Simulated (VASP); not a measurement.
# Tl (Fd-3m) in VASP: further runs

Runs on Tl. Level: revPBE. Tasks: relaxation of cell and atoms, single point.

Everything below comes from runs of VASP 6.6.1. Logs are shortened: lines on timing, memory, paths and dates and some standing lists are left out, and cuts for length are marked.

### Step 1. The cell of the first run

Symmetry: Fd-3m, No. 227, cubic system. The conventional cell has a = 6.715 Å, b = 6.715 Å, c = 6.715 Å, α = 90.00°, β = 90.00°, γ = 90.00°. Tl (site symmetry -43m) has 4 Tl at 2.91 Å within 3.8 Å.

### Step 2. Relaxation of cell and atoms, revPBE

The input, INCAR:

```
SYSTEM = Tl
PREC = Accurate ; ENCUT = 600
EDIFF = 1E-6 ; ISMEAR = -1
SIGMA = 0.1 ; LREAL = .False.
LASPH = .True. ; NELM = 60
ALGO = Normal ; ISIF = 3
LWAVE = .False. ; LCHARG = .False.
GGA = RE ; IBRION = 2
NSW = 80 ; EDIFFG = -0.01
```

The input, KPOINTS:

```
regular mesh
0
Gamma
  8 8 8
  0 0 0
```

The input, POSCAR:

```
Tl
1.0
    0.0000000000      3.3575531457      3.3575531457
    3.3575531457      0.0000000000      3.3575531457
    3.3575531457      3.3575531457      0.0000000000
Tl
2
Direct
    0.1250000000      0.1250000000      0.1250000000
    0.8750000000      0.8750000000      0.8750000000
```

Potentials or basis: VASP PAW PBE potentials, release 64 (Tl_d).

The run is started by

```bash
$ cat potpaw_PBE.64/Tl_d/POTCAR > POTCAR
$ mpirun -np 1 vasp_std > vasp.out
```

OUTCAR:

```text
SYSTEM = Tl
   PREC = Accurate
   ENCUT = 600
   EDIFF = 1E-6
   ISMEAR = -1
   LREAL = .False.
   LASPH = .True.
   NELM = 60
   ISIF = 3
   GGA = RE
   IBRION = 2
   NSW = 80
   EDIFFG = -0.01

 ion  position               nearest neighbor table
   1  0.125  0.125  0.125-   2 2.91   2 2.91   2 2.91   2 2.91
   2  0.875  0.875  0.875-   1 2.91   1 2.91   1 2.91   1 2.91

  LATTYP: Found a face centered cubic cell.
 ALAT       =     6.7151062914

  Lattice vectors:

 A1 = (   0.0000000000,   3.3575531457,   3.3575531457)
 A2 = (   3.3575531457,   0.0000000000,   3.3575531457)
 A3 = (   3.3575531457,   3.3575531457,   0.0000000000)

Analysis of symmetry for initial positions (statically):
=====================================================================
 Subroutine PRICEL returns:
 Original cell was already a primitive cell.

 Routine SETGRP: Setting up the symmetry group for a
 face centered cubic supercell.

 Subroutine GETGRP returns: Found 48 space group operations
 (whereof 12 operations were pure point group operations)
 out of a pool of 48 trial point group operations.

The static configuration has the point symmetry D_3d.
 The point group associated with its full space group is O_h .

Analysis of symmetry for dynamics (positions and initial velocities):
=====================================================================
 Subroutine PRICEL returns:
 Original cell was already a primitive cell.

 Routine SETGRP: Setting up the symmetry group for a
 face centered cubic supercell.

 Subroutine GETGRP returns: Found 48 space group operations
 (whereof 12 operations were pure point group operations)
 out of a pool of 48 trial point group operations.

The dynamic configuration has the point symmetry D_3d.
 The point group associated with its full space group is O_h .

 Subroutine INISYM returns: Found 48 space group operations
 (whereof 12 operations are pure point group operations),
 and found     1 'primitive' translations

----------------------------------------------------------------------------------------

                                     Primitive cell

  volume of cell :      75.7005

  direct lattice vectors                    reciprocal lattice vectors
     0.000000000  3.357553146  3.357553146    -0.148917970  0.148917970  0.148917970
     3.357553146  0.000000000  3.357553146     0.148917970 -0.148917970  0.148917970
[... 90 lines left out ...]
   NFREE  =      1    steps in history (QN), initial steepest desc. (CG)
   ISIF   =      3    stress and relaxation
   ISYM   =      2    0-nonsym 1-usesym 2-fastsym
   POTIM  = 0.5000    time-step for ionic-motion
   TEBEG  =    0.0;   TEEND  =   0.0 temperature during run
   PSTRESS=    0.0 pullay stress
   NELECT =      26.0000    total number of electrons
   NUPDOWN=      -1.0000    fix difference up-down
   EMIN   =  10.00;   EMAX   =-10.00  energy-range for DOS
   EFERMI =   0.00;   METHOD = LEGACY
   ISMEAR =    -1;   SIGMA  =   0.10  broadening in eV -4-tet -1-fermi 0-gaus
   EFERMI_NEDOS =   21; number of points for ismear=-14 and -15
   IALGO  =     38    algorithm
   IMIX   =      4    mixing-type and parameters
     AMIX     =   0.40;   BMIX     =  1.00
     AMIX_MAG =   1.60;   BMIX_MAG =  1.00
  volume/ion in A,a.u.               =      37.85       255.43
  Fermi-wavevector in a.u.,A,eV,Ry     =   1.146480  2.166533 17.883713  1.314416
  Thomas-Fermi vector in A             =   2.283164
   LORBIT       =      0    0 simple, 1 ext, 2 COOP (PROOUT), +10 PAW based schemes
   GGA     = RE    functional components
   LHFCALC =     F    Hartree Fock is set to
   AEXX    =    0.0000 exact exchange contribution
   IVDW    =     0    specifies the selected vdW correction
   LEPSILON=     F    determine dielectric tensor
   LRPA    =     F    only Hartree local field effects (RPA)
 conjugate gradient relaxation of ions
 non-spin polarized calculation
  energy-cutoff  :      600.00
  volume of cell :       75.70
 maximum number of plane-waves:      2565
 NGX is ok and might be reduce to    40
   NGX = 19   NGY = 19   NGZ = 19

--------------------------------------- Ionic step        1  -------------------------------------------

 number of electron      25.9999997 magnetization

 Free energy of the ion-electron system (eV)
  ---------------------------------------------------
  ext. energy  EPLUGINS =         0.00000000
  ---------------------------------------------------
  free energy    TOTEN  =        -2.91075404 eV

  energy without entropy =       -2.85637353  energy(sigma->0) =       -2.88356379

------------------------ aborting loop because EDIFF is reached ----------------------------------------

  FORCE on cell =-STRESS in cart. coord.  units (eV):
  Direction    XX          YY          ZZ          XY          YZ          ZX
  --------------------------------------------------------------------------------------
  -------------------------------------------------------------------------------------
  Total        2.3698931      2.3698931      2.3698931      0.0000000     -0.0000000      0.0000000
  in kB       50.1580519     50.1580519     50.1580519      0.0000000     -0.0000000      0.0000000
  external PRESSURE =      50.1580519 kB  Pullay stress =       0.0000000 kB
[... 131 lines left out ...]
--------------------------------------- Ionic step        5  -------------------------------------------

 number of electron      25.9999997 magnetization

 Free energy of the ion-electron system (eV)
  ---------------------------------------------------
  ext. energy  EPLUGINS =         0.00000000
  ---------------------------------------------------
  free energy    TOTEN  =        -3.15876766 eV

  energy without entropy =       -3.08996545  energy(sigma->0) =       -3.12436656

 E-fermi :   2.4550     XC(G=0):  -7.4222

 val. band max:        2.4531159887   @ k =  -0.2500   0.1250   0.0000
 cond. band min:       2.4831222362   @ k =  -0.2500   0.3750   0.1250
 fundamental gap:      0.0300062475
 Fermi energy:         2.4550037189

 k-point     1 :       0.0000    0.0000    0.0000
  band No.  band energies     occupation
      1      -9.3708      2.00000
      2      -9.3708      2.00000
      3      -9.3708      2.00000
      4      -9.3091      2.00000
      5      -9.3091      2.00000
      6      -8.8829      2.00000
[... 457 lines left out ...]
      4      -9.1846      2.00000
      5      -9.1573      2.00000
      6      -9.0669      2.00000
[... 9 lines left out ...]
     16       6.5696      0.00000
     17       8.1093      0.00000

 [... further k-points ...]
[... 5 lines left out ...]
  --------------------------------------------------------------------------------------
  -------------------------------------------------------------------------------------
  Total       -0.0065594     -0.0065594     -0.0065594      0.0000000     -0.0000000      0.0000000
  in kB       -0.1091700     -0.1091700     -0.1091700      0.0000000     -0.0000000      0.0000000
  external PRESSURE =      -0.1091700 kB  Pullay stress =       0.0000000 kB
[... 17 lines left out ...]
  FREE ENERGIE OF THE ION-ELECTRON SYSTEM (eV)
  ---------------------------------------------------
  free  energy   TOTEN  =        -3.1587676583 eV

  energy  without entropy=       -3.0899654541  energy(sigma->0) =       -3.12436656

 reached required accuracy - stopping structural energy minimisation
```

CONTCAR:

```text
Tl
   1.00000000000000
     0.0000000000000000    3.6375884331092503    3.6375884331092503
     3.6375884331092503    0.0000000000000000    3.6375884331092503
     3.6375884331092503    3.6375884331092503    0.0000000000000000
  Tl
     2
Direct
     0.1250000000000000    0.1250000000000000    0.1250000000000000
     0.8750000000000000    0.8750000000000000    0.8750000000000000

  0.00000000E+00  0.00000000E+00  0.00000000E+00
  0.00000000E+00  0.00000000E+00  0.00000000E+00
```

Wall time 2.4 min (1 thread of Intel Xeon Platinum 8259CL at 2.50GHz (Skylake/Cascade Lake), shared host); peak memory 0.26 GiB.

Results:

```
Free energy                            : -3.1588 eV
Relaxed volume                         : 48.13 Å³/atom
Relaxed cell                           : a = 5.144 Å, b = 5.144 Å, c = 5.144 Å, α = 60.00°, β = 60.00°, γ = 60.00°
Space group after relaxing (to 0.05 Å) : Fd-3m (No. 227)
Energy gained by relaxing              : 124.0 meV/atom
Ionic steps                            : 5
Pressure after relaxing                : 0.0 GPa
Band gap on the k mesh                 : zero (band 13 reaches 4.44 eV, above the bottom of band 14 at 1.73 eV)
```

The path:
```tsv
step	energy change (eV)	largest force (eV/Å)	pressure (GPa)	volume (Å³)
1	0.0000	0.0000	5.02	75.70
2	-0.2295	0.0000	0.97	89.44
3	-0.2460	0.0000	0.29	93.80
4	-0.2480	0.0000	0.04	95.83
5	-0.2480	0.0000	-0.01	96.27
```

Final structure:
```
Tl
1.0
     0.00000    3.63759    3.63759
     3.63759    0.00000    3.63759
     3.63759    3.63759    0.00000
Tl
2
Direct
  0.12500 0.12500 0.12500
  0.87500 0.87500 0.87500
```

Levels at points of the mesh, in eV from the Fermi level:
| k point | band 9 | band 10 | band 11 | band 12 | band 13 | band 14 | band 15 | band 16 | band 17 |
| --- | --- | --- | --- | --- | --- | --- | --- | --- | --- |
| (0.00, 0.00, 0.00) | -11.29 | -11.29 | -8.34 | -1.93 | 1.99 | 1.99 | 1.99 | 3.65 | 3.65 |
| (0.50, 0.00, 0.00) | -11.25 | -11.25 | -7.08 | -4.75 | 0.52 | 0.91 | 0.91 | 4.61 | 4.61 |
| (0.50, 0.50, 0.00) | -11.22 | -11.22 | -5.93 | -5.93 | -0.25 | -0.25 | 2.08 | 2.08 | 7.96 |

Caveat: the volume moved by over 15 % at a fixed basis, so the end points are rough; the PAW data sets were made with another functional, which shifts forces and pressure a little; spin-orbit coupling is left out, which moves the levels of the heavy elements.

### Step 3. Single point, revPBE (volume scaled by 0.92)

The input, INCAR:

```
SYSTEM = Tl
PREC = Accurate
ENCUT = 520
EDIFF = 1E-6
ISMEAR = -1
SIGMA = 0.1
LREAL = .False.
LASPH = .True.
NELM = 60
ALGO = Normal
ISIF = 2
LWAVE = .False.
LCHARG = .False.
GGA = RE
NBANDS = 20
```

The input, KPOINTS:

```
regular mesh
0
Gamma
  12 12 12
  0 0 0
```

The input, POSCAR:

```
Tl
1.0
    0.0000000000      3.5385438438      3.5385438438
    3.5385438438      0.0000000000      3.5385438438
    3.5385438438      3.5385438438      0.0000000000
Tl
2
Direct
    0.1250000000      0.1250000000      0.1250000000
    0.8750000000      0.8750000000      0.8750000000
```

Potentials or basis: VASP PAW PBE potentials, release 64 (Tl_d).

The run is started by

```bash
$ cat potpaw_PBE.64/Tl_d/POTCAR > POTCAR
$ mpirun -np 1 vasp_std > vasp.out
```

OUTCAR:

```text
SYSTEM = Tl
   PREC = Accurate
   ENCUT = 520
   EDIFF = 1E-6
   ISMEAR = -1
   LREAL = .False.
   LASPH = .True.
   NELM = 60
   ISIF = 2
   GGA = RE

 ion  position               nearest neighbor table
   1  0.125  0.125  0.125-   2 3.06   2 3.06   2 3.06   2 3.06
   2  0.875  0.875  0.875-   1 3.06   1 3.06   1 3.06   1 3.06

  LATTYP: Found a face centered cubic cell.
 ALAT       =     7.0770876876

  Lattice vectors:

[... 740 lines left out ...]

------------------------ aborting loop because EDIFF is reached ----------------------------------------

  FORCE on cell =-STRESS in cart. coord.  units (eV):
  Direction    XX          YY          ZZ          XY          YZ          ZX
  --------------------------------------------------------------------------------------
  -------------------------------------------------------------------------------------
  Total        0.5927731      0.5927731      0.5927731     -0.0000000      0.0000000      0.0000000
  in kB       10.7175448     10.7175448     10.7175448     -0.0000000      0.0000000      0.0000000
  external PRESSURE =      10.7175448 kB  Pullay stress =       0.0000000 kB

 VOLUME and BASIS-vectors are now :
 -----------------------------------------------------------------------------
  energy-cutoff  :      520.00
  volume of cell :       88.61
      direct lattice vectors                 reciprocal lattice vectors
     0.000000000  3.538543844  3.538543844    -0.141301061  0.141301061  0.141301061
     3.538543844  0.000000000  3.538543844     0.141301061 -0.141301061  0.141301061
     3.538543844  3.538543844  0.000000000     0.141301061  0.141301061 -0.141301061

 POSITION                                       TOTAL-FORCE (eV/Angst)
 -----------------------------------------------------------------------------------
      0.88464      0.88464      0.88464        -0.000000     -0.000000     -0.000000
      6.19245      6.19245      6.19245         0.000000      0.000000      0.000000
 -----------------------------------------------------------------------------------
    total drift:                                0.000000      0.000000     -0.000000

  FREE ENERGIE OF THE ION-ELECTRON SYSTEM (eV)
  ---------------------------------------------------
  free  energy   TOTEN  =        -3.1405050993 eV

  energy  without entropy=       -3.0819237051  energy(sigma->0) =       -3.11121440
```

Wall time 2.2 min (1 thread of Intel Xeon Platinum 8259CL at 2.50GHz (Skylake/Cascade Lake), shared host); peak memory 0.29 GiB.

Results:

```
Free energy            : -3.1405 eV
Pressure               : 1.1 GPa
Band gap on the k mesh : zero (band 13 reaches 5.14 eV, above the bottom of band 14 at 2.12 eV)
```

Levels at points of the mesh, in eV from the Fermi level:
```tsv
k point	band 9	band 10	band 11	band 12	band 13	band 14	band 15	band 16	band 17	band 18
(0.00, 0.00, 0.00)	-11.25	-11.25	-8.66	-1.40	2.18	2.18	2.18	3.86	3.86	3.86
(0.50, 0.00, 0.00)	-11.19	-11.19	-7.23	-4.76	0.70	0.98	0.98	4.87	4.87	6.06
(0.50, 0.50, 0.00)	-11.16	-11.16	-5.97	-5.97	-0.32	-0.32	2.20	2.20	8.58	8.58
```

Caveat: the cell differs from its parent crystal (volume scaled by 0.92); the PAW data sets were made with another functional, which shifts forces and pressure a little; spin-orbit coupling is left out, which moves the levels of the heavy elements.

### Step 4. Single point, revPBE (volume scaled by 0.96)

The input, INCAR:

```
SYSTEM = Tl
ALGO = Normal
EDIFF = 1E-6
ENCUT = 520
GGA = RE
ISIF = 2
ISMEAR = -1
LASPH = .TRUE.
LCHARG = .FALSE.
LREAL = .FALSE.
LWAVE = .FALSE.
NBANDS = 20
NELM = 60
PREC = Accurate
SIGMA = 0.1
```

The input, KPOINTS:

```
k-points
0
G
  12 12 12
  0 0 0
```

The input, POSCAR:

```
Tl
1.0
    0.0000000000      3.5891013007      3.5891013007
    3.5891013007      0.0000000000      3.5891013007
    3.5891013007      3.5891013007      0.0000000000
Tl
2
Direct
    0.1250000000      0.1250000000      0.1250000000
    0.8750000000      0.8750000000      0.8750000000
```

The run is started by

```bash
$ cat potpaw_PBE.64/Tl_d/POTCAR > POTCAR
$ mpirun -np 1 vasp_std > vasp.out
```

Wall time 2.1 min (1 thread of Intel Xeon Platinum 8259CL at 2.50GHz (Skylake/Cascade Lake), shared host); peak memory 0.29 GiB.

Results (log left out):

```
Free energy            : -3.1597 eV
Pressure               : 0.4 GPa
Band gap on the k mesh : zero (band 13 reaches 4.77 eV, above the bottom of band 14 at 1.91 eV)
```

Levels at points of the mesh, in eV from the Fermi level:
```
           k point  band 9  band 10  band 11  band 12  band 13  band 14  band 15  band 16  band 17  band 18
(0.00, 0.00, 0.00)  -11.28   -11.28    -8.50    -1.69     2.07     2.07     2.07     3.74     3.74     3.74
(0.50, 0.00, 0.00)  -11.23   -11.23    -7.16    -4.76     0.59     0.93     0.93     4.72     4.72     5.98
(0.50, 0.50, 0.00)  -11.20   -11.20    -5.96    -5.96    -0.29    -0.29     2.13     2.13     8.25     8.25
```

Caveat: the cell differs from its parent crystal (volume scaled by 0.96); the PAW data sets were made with another functional, which shifts forces and pressure a little; spin-orbit coupling is left out, which moves the levels of the heavy elements.

[end of part 1 of 2]
